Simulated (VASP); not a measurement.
# Ni (Im-3m) in VASP: notebook, part 2 of 2

VASP 6.6.1. Earlier steps stand in the parts before.

**4. Single point, PBE, collinear spin, ferromagnetic start**

This run uses another cell than the first one, of 10.98 Å³/atom, 1.004 times its volume.

INCAR reads:

```
SYSTEM = Ni
PREC = Accurate
ENCUT = 600
EDIFF = 1E-6
ISMEAR = -1
SIGMA = 0.05
LREAL = .FALSE.
LASPH = .TRUE.
NELM = 200
ALGO = Normal
ISIF = 2
LWAVE = .FALSE.
LCHARG = .FALSE.
ISPIN = 2
MAGMOM = 0.585
LORBIT = 11
LMAXMIX = 4
GGA = PE
NBANDS = 15
GGA_COMPAT = .FALSE.
```

KPOINTS reads:

```
Automatic mesh
0
G
  26 26 26
  0 0 0
```

POSCAR reads:

```
Ni
1.0
   -1.4003306342      1.4003306342      1.4003306342
    1.4003306342     -1.4003306342      1.4003306342
    1.4003306342      1.4003306342     -1.4003306342
Ni
1
Direct
    0.0000000000      0.0000000000      0.0000000000
```

Potentials or basis: VASP PAW PBE potentials, release 64 (Ni).

Run with:

```sh
cat potpaw_PBE.64/Ni/POTCAR > POTCAR
mpirun -np 1 vasp_std > vasp.out
```

OUTCAR:

```text
SYSTEM = Ni
   PREC = Accurate
   ENCUT = 600
   EDIFF = 1E-6
   ISMEAR = -1
   LREAL = .FALSE.
   LASPH = .TRUE.
   NELM = 200
   ISIF = 2
   ISPIN = 2
   LORBIT = 11
   GGA = PE

 ion  position               nearest neighbor table
   1  0.000  0.000  0.000-

  LATTYP: Found a body centered cubic cell.
 ALAT       =     2.8006612684

  Lattice vectors:

 A1 = (  -1.4003306342,   1.4003306342,   1.4003306342)
 A2 = (   1.4003306342,  -1.4003306342,   1.4003306342)
 A3 = (   1.4003306342,   1.4003306342,  -1.4003306342)

Analysis of symmetry for initial positions (statically):
=====================================================================
 Subroutine PRICEL returns:
 Original cell was already a primitive cell.

 Routine SETGRP: Setting up the symmetry group for a
 body centered cubic supercell.

 Subroutine GETGRP returns: Found 48 space group operations
 (whereof 48 operations were pure point group operations)
 out of a pool of 48 trial point group operations.

The static configuration has the point symmetry O_h .

Analysis of symmetry for dynamics (positions and initial velocities):
=====================================================================
 Subroutine PRICEL returns:
 Original cell was already a primitive cell.

 Routine SETGRP: Setting up the symmetry group for a
 body centered cubic supercell.

 Subroutine GETGRP returns: Found 48 space group operations
 (whereof 48 operations were pure point group operations)
 out of a pool of 48 trial point group operations.

The dynamic configuration has the point symmetry O_h .

Analysis of structural, dynamic, and magnetic symmetry:
=====================================================================
 Subroutine PRICEL returns:
 Original cell was already a primitive cell.

 Routine SETGRP: Setting up the symmetry group for a
 body centered cubic supercell.

 Subroutine GETGRP returns: Found 48 space group operations
 (whereof 48 operations were pure point group operations)
 out of a pool of 48 trial point group operations.

The overall configuration has the point symmetry O_h .

 Subroutine INISYM returns: Found 48 space group operations
 (whereof 48 operations are pure point group operations),
 and found     1 'primitive' translations

----------------------------------------------------------------------------------------

                                     Primitive cell

  volume of cell :      10.9838

  direct lattice vectors                    reciprocal lattice vectors
    -1.400330634  1.400330634  1.400330634     0.000000000  0.357058532  0.357058532
     1.400330634 -1.400330634  1.400330634     0.357058532  0.000000000  0.357058532
     1.400330634  1.400330634 -1.400330634     0.357058532  0.357058532  0.000000000

  length of vectors
     2.425443806  2.425443806  2.425443806     0.504957018  0.504957018  0.504957018

  position of ions in fractional coordinates (direct lattice)
     0.000000000  0.000000000  0.000000000

  ion indices of the primitive-cell ions
   primitive index   ion index
                 1           1

----------------------------------------------------------------------------------------

 KPOINTS: Automatic mesh

Automatic generation of k-mesh.
 Grid dimensions read from file:
 generate k-points for:   26   26   26

 Generating k-lattice:

  Cartesian coordinates                     Fractional coordinates (reciprocal lattice)
[... 65 lines left out ...]
   NFREE  =      0    steps in history (QN), initial steepest desc. (CG)
   ISIF   =      2    stress and relaxation
   ISYM   =      2    0-nonsym 1-usesym 2-fastsym
   POTIM  = 0.5000    time-step for ionic-motion
   TEBEG  =    0.0;   TEEND  =   0.0 temperature during run
   PSTRESS=    0.0 pullay stress
   NELECT =      10.0000    total number of electrons
   NUPDOWN=      -1.0000    fix difference up-down
   EMIN   =  10.00;   EMAX   =-10.00  energy-range for DOS
   EFERMI =   0.00;   METHOD = LEGACY
   ISMEAR =    -1;   SIGMA  =   0.05  broadening in eV -4-tet -1-fermi 0-gaus
   EFERMI_NEDOS =   21; number of points for ismear=-14 and -15
   IALGO  =     38    algorithm
   IMIX   =      4    mixing-type and parameters
     AMIX     =   0.40;   BMIX     =  1.00
     AMIX_MAG =   1.60;   BMIX_MAG =  1.00
  volume/ion in A,a.u.               =      10.98        74.12
  Fermi-wavevector in a.u.,A,eV,Ry     =   1.586686  2.998401 34.253640  2.517572
  Thomas-Fermi vector in A             =   2.685959
   LORBIT       =     11    0 simple, 1 ext, 2 COOP (PROOUT), +10 PAW based schemes
   GGA     = PE    functional components
   LHFCALC =     F    Hartree Fock is set to
   AEXX    =    0.0000 exact exchange contribution
   IVDW    =     0    specifies the selected vdW correction
   LEPSILON=     F    determine dielectric tensor
   LRPA    =     F    only Hartree local field effects (RPA)
 spin polarized calculation
  energy-cutoff  :      600.00
  volume of cell :       10.98
 maximum number of plane-waves:       378
   NGX =  9   NGY =  9   NGZ =  9

 number of electron      10.0000000 magnetization       0.5850000

 number of electron       9.9999993 magnetization       0.5539245

 Free energy of the ion-electron system (eV)
  ---------------------------------------------------
  ext. energy  EPLUGINS =         0.00000000
  ---------------------------------------------------
  free energy    TOTEN  =        -5.38257682 eV

  energy without entropy =       -5.36982061  energy(sigma->0) =       -5.37619872

 E-fermi :   9.1155     XC(G=0): -13.1939

 val. band max:        9.1153188788   @ k =  -0.2692   0.4615   0.0769
 cond. band min:       9.1164907918   @ k =   0.3846   0.1154   0.0000
 fundamental gap:      0.0011719131
 Fermi energy:         9.1154711988

 spin component 1

 k-point     1 :       0.0000    0.0000    0.0000
  band No.  band energies     occupation
      1       0.2951      1.00000
      2       6.8496      1.00000
      3       6.8496      1.00000
      4       6.8496      1.00000
      5       8.2513      1.00000
      6       8.2513      1.00000
      7      35.4759      0.00000
      8      35.4759      0.00000
      9      35.4759      0.00000
     10      40.3094      0.00000
     11      40.3094      0.00000
     12      41.1997      0.00000
     13      41.1997      0.00000
     14      41.1997      0.00000
[... 403 lines left out ...]
      4       8.1675      1.00000
      5       8.4601      1.00000
      6       9.0049      0.90119
      7      17.6744      0.00000
      8      28.1933      0.00000
      9      29.3548      0.00000
     10      33.3205      0.00000
     11      36.6632      0.00000
     12      44.0674      0.00000
     13      46.3791      0.00000
     14      53.3144      0.00000
     15      54.8070      0.00000

 [... further k-points ...]

 spin component 2

 k-point     1 :       0.0000    0.0000    0.0000
  band No.  band energies     occupation
      1       0.2807      1.00000
      2       7.5259      1.00000
      3       7.5259      1.00000
      4       7.5259      1.00000
      5       8.7299      0.99955
      6       8.7299      0.99955
      7      35.3733      0.00000
      8      35.3733      0.00000
      9      35.3733      0.00000
     10      40.2332      0.00000
     11      40.2332      0.00000
     12      41.3804      0.00000
     13      41.3804      0.00000
     14      41.3804      0.00000
[... 403 lines left out ...]
      4       8.7269      0.99958
      5       8.9354      0.97346
      6       9.6907      0.00001
      7      17.9146      0.00000
      8      28.1641      0.00000
      9      29.4516      0.00000
     10      33.4196      0.00000
     11      36.7443      0.00000
     12      44.0646      0.00000
     13      46.3912      0.00000
     14      53.4859      0.00000
     15      55.6815      0.00000

 [... further k-points ...]
[... 5 lines left out ...]
  --------------------------------------------------------------------------------------
  -------------------------------------------------------------------------------------
  Total       -0.0089154     -0.0089154     -0.0089154      0.0000000      0.0000000     -0.0000000
  in kB       -1.3004631     -1.3004631     -1.3004631      0.0000000      0.0000000     -0.0000000
  external PRESSURE =      -1.3004631 kB  Pullay stress =       0.0000000 kB

 VOLUME and BASIS-vectors are now :
 -----------------------------------------------------------------------------
  energy-cutoff  :      600.00
  volume of cell :       10.98
      direct lattice vectors                 reciprocal lattice vectors
    -1.400330634  1.400330634  1.400330634     0.000000000  0.357058532  0.357058532
     1.400330634 -1.400330634  1.400330634     0.357058532  0.000000000  0.357058532
     1.400330634  1.400330634 -1.400330634     0.357058532  0.357058532  0.000000000

 POSITION                                       TOTAL-FORCE (eV/Angst)
 -----------------------------------------------------------------------------------
      0.00000      0.00000      0.00000        -0.000000     -0.000000      0.000000
 -----------------------------------------------------------------------------------
    total drift:                                0.000000     -0.000000      0.000000

  FREE ENERGIE OF THE ION-ELECTRON SYSTEM (eV)
  ---------------------------------------------------
  free  energy   TOTEN  =        -5.3825768236 eV

  energy  without entropy=       -5.3698206086  energy(sigma->0) =       -5.37619872

 total charge

# of ion       s       p       d       tot
------------------------------------------
    1        0.487   0.480   8.331   9.298

 magnetization (x)

# of ion       s       p       d       tot
------------------------------------------
    1       -0.004  -0.017   0.583   0.563
```

OSZICAR:

```text
N       E                     dE             d eps       ncg     rms          rms(c)
DAV:   1     0.368931154159E+02    0.36893E+02   -0.46780E+03 32219   0.958E+02
DAV:   2    -0.469168937010E+01   -0.41585E+02   -0.38682E+02 34587   0.176E+02
DAV:   3    -0.634620601270E+01   -0.16545E+01   -0.16304E+01 37893   0.335E+01
DAV:   4    -0.635657044214E+01   -0.10364E-01   -0.10362E-01 36835   0.257E+00
DAV:   5    -0.635669623007E+01   -0.12579E-03   -0.12579E-03 38990   0.254E-01    0.949E+00
DAV:   6    -0.570113489548E+01    0.65556E+00   -0.12552E+01 44674   0.386E+01    0.570E+00
DAV:   7    -0.539776511273E+01    0.30337E+00   -0.22380E+00 42030   0.148E+01    0.191E+00
DAV:   8    -0.538455256806E+01    0.13213E-01   -0.32366E-02 40587   0.119E+00    0.818E-01
DAV:   9    -0.538286381868E+01    0.16887E-02   -0.16200E-03 48303   0.229E-01    0.239E-01
DAV:  10    -0.538258843926E+01    0.27538E-03   -0.18323E-04 50720   0.709E-02    0.744E-02
DAV:  11    -0.538257589290E+01    0.12546E-04   -0.14175E-04 46997   0.834E-02    0.213E-02
DAV:  12    -0.538257702810E+01   -0.11352E-05   -0.19231E-06 31083   0.130E-02    0.134E-02
DAV:  13    -0.538257682363E+01    0.20447E-06   -0.10225E-06 29563   0.711E-03
   1 F= -.53825768E+01 E0= -.53761987E+01  d E =-.127562E-01  mag=     0.5538
```

stdout:

```text
POSCAR found type information on POSCAR Ni
 POSCAR found :  1 types and       1 ions
 scaLAPACK will be used
 LDA part: xc-table for (Slater+PW92), standard interpolation
 POSCAR, INCAR and KPOINTS ok, starting setup
 FFT: planning ... GRIDC
 FFT: planning ... GRID_SOFT
 FFT: planning ... GRID
 WAVECAR not read
 entering main loop
```

It took 2.3 min on 1 thread of Intel Xeon Platinum 8375C at 2.90GHz (Ice Lake), shared host; peak memory 0.25 GiB.

What came out:

```yaml
Free_energy: -5.3826 eV
Pressure: -0.1 GPa
Net_moment: 0.55 μB per cell
Site_moments: Ni +0.56 μB
Valence_electrons_inside_the_program's_atomic_spheres: Ni 9.30
```

**5. Overview**

| task | cell | k mesh | gap on the mesh (eV) | pressure (GPa) | moment (μB) |
| --- | --- | --- | --- | --- | --- |
| relaxation of cell and atoms | relaxed from a = 2.422 Å, angles 109.5°, 1 atom | 16 × 16 × 16 | none | 0.0 | 0.55 |
| single point | a = 2.324 Å, angles 109.5°, 1 atom | 18 × 18 × 18 | none | 31.1 | 0.01 |
| single point | a = 2.425 Å, angles 109.5°, 1 atom | 26 × 26 × 26 | none | -0.1 | 0.55 |

Alike in all rows: level PBE; potentials or basis VASP PAW PBE potentials, release 64 (Ni); spin collinear, ferromagnetic start; cutoff (eV) 600; smearing fermi-dirac 0.05 eV.

Total energies depend on the potentials used, so only differences within one code and one set of settings carry meaning.
